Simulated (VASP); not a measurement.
SnTe, 2 atoms in the cell. It takes space group Fm-3m (No. 225, cubic). The conventional cell has a = 6.343 Å, b = 6.343 Å, c = 6.343 Å, α = 90.00°, β = 90.00°, γ = 90.00°. Within 4.2 Å of Te (site symmetry m-3m) lie 6 Sn at 3.17 Å. Within 4.2 Å of Sn (site symmetry m-3m) lie 6 Te at 3.17 Å. 

| Quantity | Value |
| --- | --- |
| Program | VASP 6.6.1 |
| Task | single point |
| Functional | PBE |
| Potentials or basis | VASP PAW PBE potentials, release 64 (Te, Sn_d) |
| Cutoff | 520 eV |
| k mesh | 7 × 7 × 7 |
| Occupations | fermi-dirac, width 0.05 eV |
| Spin | non-collinear spin, zero start, spin-orbit coupling |
| Starting moments | [[0.0, 0.0, 0.0], [0.0, 0.0, 0.0]] μB |
| Dipole correction | no |
| Further INCAR settings | ALGO = Normal; EDIFF = 1e-06; NBANDS = 32 |

Potentials or basis: VASP PAW PBE potentials, release 64 (Te, Sn_d).

The run is started by

```sh
$ cat potpaw_PBE.64/Te/POTCAR potpaw_PBE.64/Sn_d/POTCAR > POTCAR
$ mpirun -np 1 vasp_ncl > vasp.out
```

Hardware: 1 thread of Intel Xeon 8259CL, on a shared host.

Task: How long does it take, and how much memory?

Result: Wall time 2.7 min on 1 thread of Intel Xeon 8259CL, with other jobs on the host, peak memory 0.41 GiB. Counts: scf iterations 13, k points 20.
